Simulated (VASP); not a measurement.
# Pb (P6/mmm) in VASP: notebook, part 2 of 3

VASP 6.6.1. The steps go on from the part before.

### Step 3. Single point, PBE

The input, INCAR:

```
SYSTEM = Pb
PREC = Accurate ; ENCUT = 520
EDIFF = 1E-7 ; ISMEAR = -1
SIGMA = 0.1 ; LREAL = .False.
LASPH = .True. ; NELM = 80
ALGO = Normal ; ISIF = 2
LWAVE = .False. ; LCHARG = .False.
GGA = PE ; NBANDS = 13
```

The input, KPOINTS:

```
Automatic mesh
0
Gamma
  14 14 13
  0 0 0
```

The input, POSCAR:

```
Pb
1.0
    3.1614319497      0.0000000000      0.0000000000
   -1.5807159749      2.7378803807      0.0000000000
    0.0000000000      0.0000000000      2.9897564013
Pb
1
Direct
    0.0000000000      0.0000000000      0.0000000000
```

Potentials or basis: VASP PAW PBE potentials, release 64 (Pb_d).

Command:

```console
cat potpaw_PBE.64/Pb_d/POTCAR > POTCAR
mpirun -np 1 vasp_std > vasp.out
```

OUTCAR:

```text
SYSTEM = Pb
   PREC = Accurate
   ENCUT = 520
   EDIFF = 1E-7
   ISMEAR = -1
   LREAL = .False.
   LASPH = .True.
   NELM = 80
   ISIF = 2
   GGA = PE

 ion  position               nearest neighbor table
   1  0.000  0.000  0.000-

  LATTYP: Found a hexagonal cell.
 ALAT       =     3.1614319497
 C/A-ratio  =     0.9456969022

  Lattice vectors:

 A1 = (   3.1614319497,   0.0000000000,   0.0000000000)
 A2 = (  -1.5807159749,   2.7378803807,   0.0000000000)
 A3 = (   0.0000000000,   0.0000000000,   2.9897564013)

Analysis of symmetry for initial positions (statically):
=====================================================================
 Subroutine PRICEL returns:
 Original cell was already a primitive cell.

 Routine SETGRP: Setting up the symmetry group for a
 hexagonal supercell.

 Subroutine GETGRP returns: Found 24 space group operations
 (whereof 24 operations were pure point group operations)
 out of a pool of 24 trial point group operations.

The static configuration has the point symmetry D_6h.

Analysis of symmetry for dynamics (positions and initial velocities):
=====================================================================
 Subroutine PRICEL returns:
 Original cell was already a primitive cell.

 Routine SETGRP: Setting up the symmetry group for a
 hexagonal supercell.

 Subroutine GETGRP returns: Found 24 space group operations
 (whereof 24 operations were pure point group operations)
 out of a pool of 24 trial point group operations.

The dynamic configuration has the point symmetry D_6h.

 Subroutine INISYM returns: Found 24 space group operations
 (whereof 24 operations are pure point group operations),
 and found     1 'primitive' translations

----------------------------------------------------------------------------------------

                                     Primitive cell

  volume of cell :      25.8782

  direct lattice vectors                    reciprocal lattice vectors
     3.161431950  0.000000000  0.000000000     0.316312360  0.182623026  0.000000000
    -1.580715975  2.737880381  0.000000000     0.000000000  0.365246052  0.000000000
     0.000000000  0.000000000  2.989756401     0.000000000  0.000000000  0.334475411

  length of vectors
     3.161431950  3.161431950  2.989756401     0.365246052  0.365246052  0.334475411

  position of ions in fractional coordinates (direct lattice)
     0.000000000  0.000000000  0.000000000

  ion indices of the primitive-cell ions
   primitive index   ion index
                 1           1

----------------------------------------------------------------------------------------

 KPOINTS: Automatic mesh

Automatic generation of k-mesh.
 Grid dimensions read from file:
 generate k-points for:   14   14   13

 Generating k-lattice:

  Cartesian coordinates                     Fractional coordinates (reciprocal lattice)
     0.022593740  0.013044502  0.000000000     0.071428571  0.000000000  0.000000000
     0.000000000  0.026089004  0.000000000     0.000000000  0.071428571  0.000000000
     0.000000000  0.000000000  0.025728878     0.000000000  0.000000000  0.076923077

  Length of vectors
     0.026089004  0.026089004  0.025728878

  Shift w.r.t. Gamma in fractional coordinates (k-lattice)
     0.000000000  0.000000000  0.000000000

 Subroutine IBZKPT returns following result:
 ===========================================

 Found    168 irreducible k-points:

 Following reciprocal coordinates:
            Coordinates               Weight
  0.000000  0.000000  0.000000      1.000000
  0.071429 -0.000000  0.000000      6.000000
  0.142857 -0.000000  0.000000      6.000000
  0.214286 -0.000000  0.000000      6.000000
  0.285714 -0.000000  0.000000      6.000000
  0.357143 -0.000000  0.000000      6.000000
[... 16 lines left out ...]
  0.285714  0.285714  0.000000      6.000000
  0.357143  0.285714  0.000000      6.000000
 [... further k-points ...]
   k-points           NKPTS =    168   k-points in BZ     NKDIM =    168   number of bands    NBANDS=     13
   number of dos      NEDOS =    301   number of ions     NIONS =      1
   total plane-waves  NPLWV =  13824
   dimension x,y,z NGX =    24 NGY =   24 NGZ =   24
   dimension x,y,z NGXF=    48 NGYF=   48 NGZF=   48
   ions per type =               1
   NGX,Y,Z   is equivalent  to a cutoff of  12.62, 12.62, 13.35 a.u.
   NGXF,Y,Z  is equivalent  to a cutoff of  25.24, 25.24, 26.69 a.u.
 SYSTEM =  Pb
   PREC   = accura    normal or accurate (medium, high low for compatibility)
   ISTART =      0    job   : 0-new  1-cont  2-samecut
   ICHARG =      2    charge: 1-file 2-atom 10-const
   ISPIN  =      1    spin polarized calculation?
   LNONCOLLINEAR =      F non collinear calculations
   LSORBIT =      F    spin-orbit coupling
   LASPH  =      T    aspherical Exc in radial PAW
   ENCUT  =  520.0 eV  38.22 Ry    6.18 a.u.   5.88  5.88  5.56*2*pi/ulx,y,z
   NELM   =     80;   NELMIN=  2; NELMDL= -5     # of ELM steps
   EDIFF  = 0.1E-06   stopping-criterion for ELM
   LREAL  =      F    real-space projection
   EDIFFG = 0.1E-05   stopping-criterion for IOM
   NSW    =      0    number of steps for IOM
   IBRION =     -1    ionic relax: 0-MD 1-quasi-New 2-CG
   NFREE  =      0    steps in history (QN), initial steepest desc. (CG)
   ISIF   =      2    stress and relaxation
   ISYM   =      2    0-nonsym 1-usesym 2-fastsym
   POTIM  = 0.5000    time-step for ionic-motion
   TEBEG  =    0.0;   TEEND  =   0.0 temperature during run
   PSTRESS=    0.0 pullay stress
   NELECT =      14.0000    total number of electrons
   NUPDOWN=      -1.0000    fix difference up-down
   EMIN   =  10.00;   EMAX   =-10.00  energy-range for DOS
   EFERMI =   0.00;   METHOD = LEGACY
   ISMEAR =    -1;   SIGMA  =   0.10  broadening in eV -4-tet -1-fermi 0-gaus
   EFERMI_NEDOS =   21; number of points for ismear=-14 and -15
   IALGO  =     38    algorithm
   IMIX   =      4    mixing-type and parameters
     AMIX     =   0.40;   BMIX     =  1.00
     AMIX_MAG =   1.60;   BMIX_MAG =  1.00
  volume/ion in A,a.u.               =      25.88       174.63
  Fermi-wavevector in a.u.,A,eV,Ry     =   1.333950  2.520800 24.210505  1.779422
  Thomas-Fermi vector in A             =   2.462769
   LORBIT       =      0    0 simple, 1 ext, 2 COOP (PROOUT), +10 PAW based schemes
   GGA     = PE    functional components
   LHFCALC =     F    Hartree Fock is set to
   AEXX    =    0.0000 exact exchange contribution
   IVDW    =     0    specifies the selected vdW correction
   LEPSILON=     F    determine dielectric tensor
   LRPA    =     F    only Hartree local field effects (RPA)
 non-spin polarized calculation
  energy-cutoff  :      520.00
  volume of cell :       25.88
 maximum number of plane-waves:       711
 NGX is ok and might be reduce to    24
   NGX = 11   NGY = 11   NGZ = 11

 number of electron      14.0000005 magnetization

 Free energy of the ion-electron system (eV)
  ---------------------------------------------------
  ext. energy  EPLUGINS =         0.00000000
  ---------------------------------------------------
  free energy    TOTEN  =        -3.16005673 eV

  energy without entropy =       -3.14230175  energy(sigma->0) =       -3.15117924

 E-fermi :   9.0903     XC(G=0): -10.9120

 val. band max:        9.0688731268   @ k =   0.3571  -0.0000   0.3846
 cond. band min:       9.1109232190   @ k =   0.2857   0.2143   0.0769
 fundamental gap:      0.0420500922
 Fermi energy:         9.0902684677

 k-point     1 :       0.0000    0.0000    0.0000
  band No.  band energies     occupation
      1      -8.6844      2.00000
      2      -8.1761      2.00000
      3      -8.1761      2.00000
      4      -7.6444      2.00000
      5      -7.6444      2.00000
      6      -3.9438      2.00000
      7      14.6448      0.00000
      8      17.0551      0.00000
      9      17.0551      0.00000
     10      19.0298      0.00000
     11      19.2427      0.00000
     12      22.0280      0.00000
     13      22.7598      0.00000

 k-point     2 :       0.0714   -0.0000    0.0000
  band No.  band energies     occupation
      1      -8.6705      2.00000
      2      -8.1834      2.00000
      3      -8.1488      2.00000
      4      -7.6575      2.00000
      5      -7.6474      2.00000
      6      -3.8314      2.00000
      7      14.7841      0.00000
      8      15.8324      0.00000
      9      16.6826      0.00000
     10      18.9014      0.00000
     11      19.1520      0.00000
[... 339 lines left out ...]
 k-point    24 :       0.3571    0.2857    0.0000
  band No.  band energies     occupation
      1      -8.4015      2.00000
      2      -8.0390      2.00000
      3      -7.8929      2.00000
      4      -7.8410      2.00000
      5      -7.8019      2.00000
      6       1.2515      2.00000
      7       5.6788      2.00000
      8       6.9956      2.00000
      9      20.1353      0.00000
     10      21.8294      0.00000
     11      22.7863      0.00000
     12      24.6734      0.00000
     13      24.8609      0.00000

 [... further k-points ...]
[... 5 lines left out ...]
  --------------------------------------------------------------------------------------
  -------------------------------------------------------------------------------------
  Total        2.7274992      2.7274992      2.7290104     -0.0000000      0.0000000      0.0000000
  in kB      168.8655658    168.8655658    168.9591271     -0.0000000      0.0000000      0.0000000
  external PRESSURE =     168.8967529 kB  Pullay stress =       0.0000000 kB

 VOLUME and BASIS-vectors are now :
 -----------------------------------------------------------------------------
  energy-cutoff  :      520.00
  volume of cell :       25.88
      direct lattice vectors                 reciprocal lattice vectors
     3.161431950  0.000000000  0.000000000     0.316312360  0.182623026  0.000000000
    -1.580715975  2.737880381  0.000000000     0.000000000  0.365246052  0.000000000
     0.000000000  0.000000000  2.989756401     0.000000000  0.000000000  0.334475411

 POSITION                                       TOTAL-FORCE (eV/Angst)
 -----------------------------------------------------------------------------------
      0.00000      0.00000      0.00000         0.000000      0.000000      0.000000
 -----------------------------------------------------------------------------------
    total drift:                                0.000000      0.000000      0.000000

  FREE ENERGIE OF THE ION-ELECTRON SYSTEM (eV)
  ---------------------------------------------------
  free  energy   TOTEN  =        -3.1600567279 eV

  energy  without entropy=       -3.1423017519  energy(sigma->0) =       -3.15117924
```

OSZICAR:

```text
N       E                     dE             d eps       ncg     rms          rms(c)
DAV:   1     0.107619366908E+03    0.10762E+03   -0.72681E+03  4424   0.133E+03
DAV:   2     0.181461401969E+01   -0.10580E+03   -0.10239E+03  4648   0.320E+02
DAV:   3    -0.306865549604E+01   -0.48833E+01   -0.48656E+01  5394   0.739E+01
DAV:   4    -0.317651826817E+01   -0.10786E+00   -0.10783E+00  5167   0.112E+01
DAV:   5    -0.318142185668E+01   -0.49036E-02   -0.49035E-02  6062   0.227E+00    0.968E-01
DAV:   6    -0.316514538211E+01    0.16276E-01   -0.18029E-02  5539   0.269E+00    0.499E-01
DAV:   7    -0.316026967347E+01    0.48757E-02   -0.90294E-03  6094   0.179E+00    0.120E-01
DAV:   8    -0.316006801426E+01    0.20166E-03   -0.77820E-04  5556   0.439E-01    0.117E-02
DAV:   9    -0.316006034535E+01    0.76689E-05   -0.20674E-05  6319   0.758E-02    0.735E-03
DAV:  10    -0.316005666810E+01    0.36773E-05   -0.14548E-06  5184   0.145E-02    0.697E-04
DAV:  11    -0.316005672790E+01   -0.59798E-07   -0.86254E-08  3764   0.357E-03
   1 F= -.31600567E+01 E0= -.31511792E+01  d E =-.177550E-01
```

stdout:

```text
POSCAR found type information on POSCAR Pb
 POSCAR found :  1 types and       1 ions
 scaLAPACK will be used
 LDA part: xc-table for (Slater+PW92), standard interpolation
 POSCAR, INCAR and KPOINTS ok, starting setup
 FFT: planning ... GRIDC
 FFT: planning ... GRID_SOFT
 FFT: planning ... GRID
 WAVECAR not read
 entering main loop
```

Wall time 53 s (1 thread of AMD EPYC 7R43 (Zen 3), shared host); peak memory 0.14 GiB.

Results:

* Free energy: -3.1601 eV
* Pressure: 16.9 GPa
* Band gap on the k mesh: zero (band 7 reaches 14.78 eV, above the bottom of band 8 at 7.00 eV)

Levels at points of the mesh, in eV from the Fermi level:
```
           k point  band 3  band 4  band 5  band 6  band 7  band 8  band 9  band 10  band 11  band 12
(0.00, 0.00, 0.00)  -17.27  -16.73  -16.73  -13.03    5.55    7.96    7.96     9.94    10.15    12.94
(0.50, 0.00, 0.00)  -16.99  -16.79  -16.69   -8.47   -5.10    3.64    8.13     9.85    11.41    15.25
```

Caveat: spin-orbit coupling is left out, which moves the levels of the heavy elements.

(Part 2 of 3 ends here.)
